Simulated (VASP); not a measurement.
Input of a VASP 6.6.1 run:

The input INCAR:

```
PREC = Accurate
ENCUT = 520
EDIFF = 1E-6
ISMEAR = -1
SIGMA = 0.05
LREAL = False
LASPH = True
NELM = 100
ALGO = Normal
ISIF = 2
LWAVE = False
LCHARG = False
GGA = PS
NBANDS = 30
```

File KPOINTS:

```
Automatic mesh
0
Gamma
  6 6 6
```

File POSCAR:

```
In3Sb
1.0
    4.9318284768      0.0000000000      0.0000000000
    0.0000000000      4.9318284768      0.0000000000
    0.0000000000      0.0000000000      4.9318284768
Sb In
1 3
Direct
    0.0000000000      0.0000000000      0.0000000000
    0.0000000000      0.5000000000      0.5000000000
    0.5000000000      0.0000000000      0.5000000000
    0.5000000000      0.5000000000      0.0000000000
```

Potentials or basis: VASP PAW PBE potentials, release 64 (Sb, In_d).

Command:

```bash
$ cat potpaw_PBE.64/Sb/POTCAR potpaw_PBE.64/In_d/POTCAR > POTCAR
$ mpirun -np 1 vasp_std > vasp.out
```

(1) Estimate the pressure.

(2) Predict the band gap on the k mesh.

Answers

(1) -4.3 GPa.

(2) zero (bands 22 and 23 overlap by 3.25 eV).

Caveat: the cell stands under tension; the PAW data sets were made with another functional, which shifts forces and pressure a little; spin-orbit coupling is left out, which moves the levels of the heavy elements.
